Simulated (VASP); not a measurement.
Sc: single point with PBEsol

The system is Sc.

```xyz
1
Lattice="3.1554 0.0000 0.0000 -1.5777 2.7326 0.0000 0.0000 0.0000 2.9483" Properties=species:S:1:pos:R:3 pbc="T T T"
Sc    0.0000    0.0000    0.0000
```

This isn't the form of Sc at room conditions, which is hcp.

* Program: VASP 6.6.1
* Task: single point
* Functional: PBEsol
* Potentials or basis: VASP PAW PBE potentials, release 64 (Sc_sv)
* Cutoff: 520 eV
* k mesh: 6 × 6 × 6
* Occupations: gaussian, width 0.1 eV
* Spin: no spin polarisation

```
Pressure               : -2.8 GPa
Band gap on the k mesh : zero (an odd number of electrons rules out a gap without spin polarisation)
```

Stress tensor (GPa, compression positive):
```
-2.45  0.00  0.00
 0.00 -2.45  0.00
 0.00  0.00 -3.51
```

Levels at points of the mesh, in eV from the Fermi level:
```
           k point  band 4  band 5  band 6  band 7  band 8  band 9
(0.00, 0.00, 0.00)  -27.82   -4.99   -0.38    1.56    1.56    3.89
(0.50, 0.00, 0.00)  -27.85   -1.68    0.04    0.18    2.49    3.61
(0.00, 0.00, 0.50)  -27.78   -1.68   -0.41    2.01    2.01    2.42
(0.50, 0.00, 0.50)  -27.87   -1.41   -0.13    1.76    4.19    4.42
```

Wall time 3.1 s on 1 thread of Intel(R) Xeon(R) 6975P-C (Granite Rapids) (shared host), peak memory 0.13 GiB.

Caveat: the k points lie up to 0.38 Å⁻¹ apart, too coarse for converged energies and pressures of a metal; the PAW data sets were made with another functional, which shifts forces and pressure a little.
